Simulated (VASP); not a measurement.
Write the native input for VASP 6.6.1 that does the following.

```yaml
Task: single point
Functional: BLYP
Potentials_or_basis: VASP PAW PBE potentials, release 64 (Re)
Cutoff: 520 eV
k_mesh: 21 × 21 × 12
Occupations: fermi-dirac, width 0.1 eV
Spin: no spin polarisation
Dipole_correction: no
Further_INCAR_settings: ALGO = Normal; EDIFF = 1e-07; NBANDS = 14
```

The structure of Re lies in POSCAR:

```
Re
1.0
    2.6976472114      0.0000000000      0.0000000000
   -1.3488236057      2.3362310156      0.0000000000
    0.0000000000      0.0000000000      4.3370887810
Re
2
Direct
    0.3333333333      0.6666666667      0.2500000000
    0.6666666667      0.3333333333      0.7500000000
```

One way to write it, as run:

INCAR

```
AGGAC = 1.0
AGGAX = 1.0
ALDAC = 0.0
ALDAX = 1.0
ALGO = Normal
EDIFF = 1E-7
ENCUT = 520
GGA = B5
ISIF = 2
ISMEAR = -1
LASPH = True
LCHARG = False
LREAL = False
LWAVE = False
NBANDS = 14
NELM = 100
PREC = Accurate
SIGMA = 0.1
```

KPOINTS

```
k-points
0
Gamma
  21 21 12
```

Potentials or basis: VASP PAW PBE potentials, release 64 (Re).

The run is started by

```console
$ cat potpaw_PBE.64/Re/POTCAR > POTCAR
$ mpirun -np 1 vasp_std > vasp.out
```

Results of the run:

```
Pressure               : 59.1 GPa
Band gap on the k mesh : zero (bands 7 and 8 overlap by 4.07 eV)
```

Caveat: the cell stands under pressure; the PAW data sets were made with another functional, which shifts forces and pressure a little; spin-orbit coupling is left out, which moves the levels of the heavy elements.

It took 58 s on 1 thread of Intel(R) Xeon(R) 6975P-C (Granite Rapids), on a shared host, peak memory 0.23 GiB.
